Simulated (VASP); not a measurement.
# ZrNb2N4 (P1) in VASP: relaxation of cell and atoms with PBE

Aim: the relaxation of cell and atoms of ZrNb2N4 with PBE.

Everything below comes from runs of VASP 6.6.1. Logs are shortened: lines on timing, memory, paths and dates and some standing lists are left out, and cuts for length are marked.

## 1. The cell of the first run

The typed cell holds 7 atoms: a = 3.089 Å, b = 5.079 Å, c = 5.541 Å, α = 107.63°, β = 86.92°, γ = 90.68°.

## 2. Relaxation of cell and atoms, PBE

Contents of INCAR:

```
SYSTEM = ZrNb2N4
  ALGO = Normal
  EDIFF = 1E-6
  EDIFFG = -0.025
  ENCUT = 600
  GGA = PE
  IBRION = 2
  ISIF = 3
  ISMEAR = 0
  LASPH = .TRUE.
  LCHARG = .FALSE.
  LREAL = .FALSE.
  LWAVE = .FALSE.
  NELM = 60
  NSW = 80
  PREC = Accurate
  SIGMA = 0.2
```

Contents of KPOINTS:

```
k-points
0
G
  8 4 4
  0 0 0
```

Contents of POSCAR:

```
ZrNb2N4
1.0
    0.0181561096     -3.0882396840     -0.0822272699
   -5.0790068538      0.0302423429      0.0204626151
    1.6564828107     -0.1471884408     -5.2860694456
Zr Nb N
1 2 4
Direct
    0.4636723066      1.0489415960      0.5614164038
    1.0592766986      1.0414684868      0.9667504867
    0.5349767492      0.5172188424     -0.0034459665
    0.4737155033      0.1710159026      0.1779165452
    0.9769996303      0.7358556420      0.2528280815
    0.9614534466      0.2577375486      0.7451879839
    0.5299056655      0.7277619817      0.7993464654
```

Potentials or basis: VASP PAW PBE potentials, release 64 (Zr_sv, Nb_sv, N).

Started as:

```console
cat potpaw_PBE.64/Zr_sv/POTCAR potpaw_PBE.64/Nb_sv/POTCAR potpaw_PBE.64/N/POTCAR > POTCAR
mpirun -np 1 vasp_std > vasp.out
```

OUTCAR:

```text
SYSTEM = ZrNb2N4
   EDIFF = 1E-6
   EDIFFG = -0.025
   ENCUT = 600
   GGA = PE
   IBRION = 2
   ISIF = 3
   ISMEAR = 0
   LASPH = .TRUE.
   LREAL = .FALSE.
   NELM = 60
   NSW = 80
   PREC = Accurate

 ion  position               nearest neighbor table
   1  0.464  0.049  0.561-   6 1.95   6 2.00   4 2.39   7 2.40   5 2.47   5 2.51   2 2.52   3 2.84
                             2 2.99   3 3.46
   2  0.059  0.041  0.967-   4 1.77   6 1.92   4 2.10   7 2.13   7 2.30   1 2.52   3 2.78   3 2.88
                             1 2.99
   3  0.535  0.517  0.997-   7 1.75   6 2.04   5 2.08   5 2.25   4 2.28   2 2.78   1 2.84   2 2.88
                             1 3.46
   4  0.474  0.171  0.178-   2 1.77   2 2.10   3 2.28   1 2.39
   5  0.977  0.736  0.253-   3 2.08   3 2.25   1 2.47   1 2.51
   6  0.961  0.258  0.745-   2 1.92   1 1.95   1 2.00   3 2.04
   7  0.530  0.728  0.799-   3 1.75   2 2.13   2 2.30   1 2.40

  LATTYP: Found a triclinic cell.
 ALAT       =     3.0893875306
 B/A-ratio  =     1.9344714975
 C/A-ratio  =     2.0061880671
 COS(alpha) =     0.0077324561
 COS(beta)  =     0.4504473968
 COS(gamma) =     0.5270811873

  Lattice vectors:

 A1 = (   0.0181561096,  -3.0882396840,  -0.0822272699)
 A2 = (   5.0971629634,  -3.1184820269,  -0.1026898850)
 A3 = (  -1.6383267011,  -2.9410512432,   5.2038421757)

Analysis of symmetry for initial positions (statically):
=====================================================================
 Subroutine PRICEL returns:
 Original cell was already a primitive cell.

 Routine SETGRP: Setting up the symmetry group for a
 triclinic supercell.

 Subroutine GETGRP returns: Found  1 space group operations
 (whereof  1 operations were pure point group operations)
 out of a pool of  2 trial point group operations.

The static configuration has the point symmetry C_1 .

Analysis of symmetry for dynamics (positions and initial velocities):
=====================================================================
 Subroutine PRICEL returns:
 Original cell was already a primitive cell.

 Routine SETGRP: Setting up the symmetry group for a
 triclinic supercell.

 Subroutine GETGRP returns: Found  1 space group operations
 (whereof  1 operations were pure point group operations)
 out of a pool of  2 trial point group operations.

The dynamic configuration has the point symmetry C_1 .

 Subroutine INISYM returns: Found  1 space group operations
 (whereof  1 operations are pure point group operations),
 and found     1 'primitive' translations

----------------------------------------------------------------------------------------

                                     Primitive cell

  volume of cell :      82.7481

  direct lattice vectors                    reciprocal lattice vectors
     0.018156110 -3.088239684 -0.082227270    -0.001895526 -0.324044635  0.008428894
    -5.079006854  0.030242343  0.020462615    -0.197134931  0.000486218 -0.061789236
     1.656482811 -0.147188441 -5.286069446    -0.000733632  0.005042547 -0.189546782

  length of vectors
     3.089387531  5.079138110  5.541491669     0.324159782  0.206592176  0.189615264

  position of ions in fractional coordinates (direct lattice)
     0.463672307  0.048941596  0.561416404
     0.059276699  0.041468487  0.966750487
     0.534976749  0.517218842  0.996554033
     0.473715503  0.171015903  0.177916545
     0.976999630  0.735855642  0.252828081
     0.961453447  0.257737549  0.745187984
     0.529905666  0.727761982  0.799346465

  ion indices of the primitive-cell ions
   primitive index   ion index
                 1           1
                 2           2
                 3           3
                 4           4
                 5           5
                 6           6
                 7           7

----------------------------------------------------------------------------------------

 KPOINTS: k-points

Automatic generation of k-mesh.
 Grid dimensions read from file:
 generate k-points for:    8    4    4

 Generating k-lattice:

  Cartesian coordinates                     Fractional coordinates (reciprocal lattice)
    -0.000236941 -0.040505579  0.001053612     0.125000000  0.000000000 -0.000000000
    -0.049283733  0.000121554 -0.015447309     0.000000000  0.250000000  0.000000000
    -0.000183408  0.001260637 -0.047386696     0.000000000  0.000000000  0.250000000

  Length of vectors
     0.040519973  0.051648044  0.047403816

  Shift w.r.t. Gamma in fractional coordinates (k-lattice)
     0.000000000  0.000000000  0.000000000

 Subroutine IBZKPT returns following result:
 ===========================================

 Found     68 irreducible k-points:

 Following reciprocal coordinates:
            Coordinates               Weight
  0.000000  0.000000  0.000000      1.000000
  0.125000 -0.000000  0.000000      2.000000
  0.250000 -0.000000  0.000000      2.000000
  0.375000  0.000000 -0.000000      2.000000
  0.500000 -0.000000  0.000000      1.000000
  0.000000  0.250000  0.000000      2.000000
[... 16 lines left out ...]
  0.500000 -0.000000  0.250000      2.000000
 -0.375000 -0.000000  0.250000      2.000000
 [... further k-points ...]
   k-points           NKPTS =     68   k-points in BZ     NKDIM =     68   number of bands    NBANDS=     34
   number of dos      NEDOS =    301   number of ions     NIONS =      7
   total plane-waves  NPLWV =  56448
   dimension x,y,z NGX =    28 NGY =   42 NGZ =   48
   dimension x,y,z NGXF=    56 NGYF=   84 NGZF=   96
   ions per type =               1   2   4
   NGX,Y,Z   is equivalent  to a cutoff of  15.07, 13.75, 14.40 a.u.
   NGXF,Y,Z  is equivalent  to a cutoff of  30.13, 27.49, 28.80 a.u.
 SYSTEM =  ZrNb2N4
   PREC   = accura    normal or accurate (medium, high low for compatibility)
   ISTART =      0    job   : 0-new  1-cont  2-samecut
   ICHARG =      2    charge: 1-file 2-atom 10-const
   ISPIN  =      1    spin polarized calculation?
   LNONCOLLINEAR =      F non collinear calculations
   LSORBIT =      F    spin-orbit coupling
   LASPH  =      T    aspherical Exc in radial PAW
   ENCUT  =  600.0 eV  44.10 Ry    6.64 a.u.   6.17 10.14 11.07*2*pi/ulx,y,z
   NELM   =     60;   NELMIN=  2; NELMDL= -5     # of ELM steps
   EDIFF  = 0.1E-05   stopping-criterion for ELM
   LREAL  =      F    real-space projection
   EDIFFG = -.3E-01   stopping-criterion for IOM
   NSW    =     80    number of steps for IOM
   IBRION =      2    ionic relax: 0-MD 1-quasi-New 2-CG
   NFREE  =      1    steps in history (QN), initial steepest desc. (CG)
   ISIF   =      3    stress and relaxation
   ISYM   =      2    0-nonsym 1-usesym 2-fastsym
   POTIM  = 0.5000    time-step for ionic-motion
   TEBEG  =    0.0;   TEEND  =   0.0 temperature during run
   PSTRESS=    0.0 pullay stress
   NELECT =      58.0000    total number of electrons
   NUPDOWN=      -1.0000    fix difference up-down
   EMIN   =  10.00;   EMAX   =-10.00  energy-range for DOS
   EFERMI =   0.00;   METHOD = LEGACY
   ISMEAR =     0;   SIGMA  =   0.20  broadening in eV -4-tet -1-fermi 0-gaus
   EFERMI_NEDOS =   21; number of points for ismear=-14 and -15
   IALGO  =     38    algorithm
   IMIX   =      4    mixing-type and parameters
     AMIX     =   0.40;   BMIX     =  1.00
     AMIX_MAG =   1.60;   BMIX_MAG =  1.00
  volume/ion in A,a.u.               =      11.82        79.77
  Fermi-wavevector in a.u.,A,eV,Ry     =   1.454224  2.748086 28.773175  2.114769
  Thomas-Fermi vector in A             =   2.571400
   LORBIT       =      0    0 simple, 1 ext, 2 COOP (PROOUT), +10 PAW based schemes
   GGA     = PE    functional components
   LHFCALC =     F    Hartree Fock is set to
   AEXX    =    0.0000 exact exchange contribution
   IVDW    =     0    specifies the selected vdW correction
   LEPSILON=     F    determine dielectric tensor
   LRPA    =     F    only Hartree local field effects (RPA)
 conjugate gradient relaxation of ions
 non-spin polarized calculation
 Gauss-broadening in eV      SIGMA  =   0.20
  energy-cutoff  :      600.00
  volume of cell :       82.75
 maximum number of plane-waves:      2778
 NGX is ok and might be reduce to    28
   NGX = 13   NGY = 21   NGZ = 23

--------------------------------------- Ionic step        1  -------------------------------------------

 number of electron      58.0000001 magnetization

 Free energy of the ion-electron system (eV)
  ---------------------------------------------------
  ext. energy  EPLUGINS =         0.00000000
  ---------------------------------------------------
  free energy    TOTEN  =       -64.80365944 eV

  energy without entropy =      -64.77197052  energy(sigma->0) =      -64.78781498

------------------------ aborting loop because EDIFF is reached ----------------------------------------

  FORCE on cell =-STRESS in cart. coord.  units (eV):
  Direction    XX          YY          ZZ          XY          YZ          ZX
  --------------------------------------------------------------------------------------
  -------------------------------------------------------------------------------------
  Total       21.2772124     21.1853491     21.1897502     -0.7410798     -1.9664613     -2.9079880
  in kB      411.9714623    410.1927956    410.2780094    -14.3488586    -38.0748162    -56.3047482
  external PRESSURE =     410.8140891 kB  Pullay stress =       0.0000000 kB
[... 104 lines left out ...]
  FREE ENERGIE OF THE ION-ELECTRON SYSTEM (eV)
  ---------------------------------------------------
  free  energy   TOTEN  =       -68.7059658425 eV

  energy  without entropy=      -68.6489672947  energy(sigma->0) =      -68.67746657

[... ionic steps 4 to 19 ...]

--------------------------------------- Ionic step       20  -------------------------------------------

 number of electron      58.0000000 magnetization

------------------------ aborting loop because EDIFF is reached ----------------------------------------
[... 77 lines left out ...]
--------------------------------------- Ionic step       22  -------------------------------------------

 number of electron      58.0000000 magnetization

 Free energy of the ion-electron system (eV)
  ---------------------------------------------------
  ext. energy  EPLUGINS =         0.00000000
  ---------------------------------------------------
  free energy    TOTEN  =       -70.36635208 eV

  energy without entropy =      -70.31578078  energy(sigma->0) =      -70.34106643

 E-fermi :   9.4207     XC(G=0): -11.7963

 val. band max:        9.4132194428   @ k =   0.3750   0.2500   0.0000
 cond. band min:       9.4275733471   @ k =   0.2500  -0.2500   0.2500
 fundamental gap:      0.0143539043
 Fermi energy:         9.4206563327

 k-point     1 :       0.0000    0.0000    0.0000
  band No.  band energies     occupation
      1     -46.6844      2.00000
      2     -46.5540      2.00000
      3     -39.9440      2.00000
      4     -23.2835      2.00000
      5     -22.8250      2.00000
      6     -22.6274      2.00000
[... 877 lines left out ...]
     33      11.3293      0.00000
     34      11.9991      0.00000

 [... further k-points ...]
[... 5 lines left out ...]
  --------------------------------------------------------------------------------------
  -------------------------------------------------------------------------------------
  Total       -0.0119077     -0.0158515      0.0041789      0.0154094      0.0042648      0.0052462
  in kB       -0.2211788     -0.2944323      0.0776210      0.2862205      0.0792163      0.0974450
  external PRESSURE =      -0.1459967 kB  Pullay stress =       0.0000000 kB
[... 22 lines left out ...]
  FREE ENERGIE OF THE ION-ELECTRON SYSTEM (eV)
  ---------------------------------------------------
  free  energy   TOTEN  =       -70.3663520788 eV

  energy  without entropy=      -70.3157807802  energy(sigma->0) =      -70.34106643

 reached required accuracy - stopping structural energy minimisation
```

Wall time 46 min (1 thread of AMD EPYC 9R45 (Zen 5), shared host); peak memory 0.36 GiB.

What came out:

```yaml
Free_energy: -70.3664 eV
Relaxed_volume: 12.32 Å³/atom
Relaxed_cell: a = 3.135 Å, b = 5.259 Å, c = 5.496 Å, α = 107.82°, β = 90.01°, γ = 90.01°
Space_group_after_relaxing_to_0.05_Å: P2/m (No. 10)
Energy_gained_by_relaxing: 794.7 meV/atom
Ionic_steps: 22
Pressure_after_relaxing: 0.0 GPa
Largest_force_after_relaxing: 0.008 eV/Å
Band_gap_on_the_k_mesh: zero (band 29 reaches 10.31 eV, above the bottom of band 30 at 8.10 eV)
```

Forces in eV/Å, atoms in the order of the input:
```
Zr   0.001 -0.003 -0.001
Nb  -0.001  0.001  0.002
Nb  -0.002  0.008  0.001
N   -0.001  0.001  0.003
N    0.003  0.000 -0.007
N   -0.001 -0.008 -0.002
N    0.001  0.000  0.005
```

The path:
```
step  energy change (eV)  largest force (eV/Å)  pressure (GPa)  volume (Å³)
   1              0.0000               11.1878           41.08        82.75
   2              3.2768                3.5094          -36.58       124.56
   3             -3.9023                2.1208          -17.88        96.02
   4             -4.0360                1.9078          -13.97        94.25
   5             -4.0757                2.2334           -9.54        92.52
   6             -5.0170                1.9785            5.39        85.67
   7             -5.0250                2.1670            7.56        84.98
   8             -5.3651                1.4368           -0.75        87.05
   9             -5.3759                1.1953            0.14        86.75
  10             -5.5056                0.5280           -1.78        87.13
  11             -5.5077                0.4704           -1.67        87.09
  12             -5.5420                0.3511            1.75        85.83
  13             -5.5426                0.3524            2.28        85.64
  14             -5.5572                0.1480           -0.74        86.49
  15             -5.5585                0.1567           -0.10        86.30
  16             -5.5613                0.1027           -0.13        86.29
  17             -5.5619                0.0692           -0.15        86.29
  18             -5.5624                0.0387            0.25        86.16
  19             -5.5625                0.0367            0.20        86.18
  20             -5.5626                0.0271           -0.14        86.30
  21             -5.5626                0.0283           -0.11        86.28
  22             -5.5627                0.0083           -0.01        86.26
```

Final structure:
```yaml
crystal:
  lattice:
    - [-0.00126, -3.13490, 0.00045]
    - [-5.25896, 0.00298, -0.00187]
    - [1.68351, -0.00092, -5.23145]
  atoms:
    - { symbol: Zr, position: [0.49977, 0.00164, 0.49929] }
    - { symbol: Nb, position: [0.00007, 0.99786, 0.99798] }
    - { symbol: Nb, position: [0.50030, 0.49905, 0.00169] }
    - { symbol: N, position: [0.50013, 0.22998, 0.21890] }
    - { symbol: N, position: [0.99997, 0.74754, 0.24295] }
    - { symbol: N, position: [0.99979, 0.25289, 0.75759] }
    - { symbol: N, position: [0.49997, 0.77104, 0.78161] }
```
